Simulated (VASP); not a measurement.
Input of a VASP 6.6.1 run:

Contents of INCAR:

```
SYSTEM = GaO
  PREC = Accurate
  ENCUT = 520
  EDIFF = 1E-6
  ISMEAR = 0
  SIGMA = 0.1
  LREAL = .FALSE.
  LASPH = .TRUE.
  NELM = 100
  ALGO = Normal
  ISIF = 2
  LWAVE = .FALSE.
  LCHARG = .TRUE.
  GGA = PE
  LELF = .TRUE.
  LVHAR = .TRUE.
  NBANDS = 16
```

Contents of KPOINTS:

```
regular mesh
0
G
  20 20 16
  0 0 0
```

The input POSCAR:

```
GaO
1.0
    2.8347806213      0.0000000000      0.0000000000
    0.0000000000      2.8347806213      0.0000000000
    0.0000000000      0.0000000000      2.8310145062
Ga O
1 1
Direct
    0.0000000000      0.0000000000      0.0000000000
    0.5000000000      0.5000000000      0.5000000000
```

Potentials or basis: VASP PAW PBE potentials, release 64 (Ga_d, O).

The run is started by

```sh
$ cat potpaw_PBE.64/Ga_d/POTCAR potpaw_PBE.64/O/POTCAR > POTCAR
$ mpirun -np 1 vasp_std > vasp.out
```

Problem. What does it give for the pressure?

Solution. 0.3 GPa.

Problem. Predict the band gap on the k mesh.

Solution. Zero (an odd number of electrons rules out a gap without spin polarisation).

Caveat: an odd number of electrons without spin polarisation forces a metal; a magnetic or distorted state may lie lower.
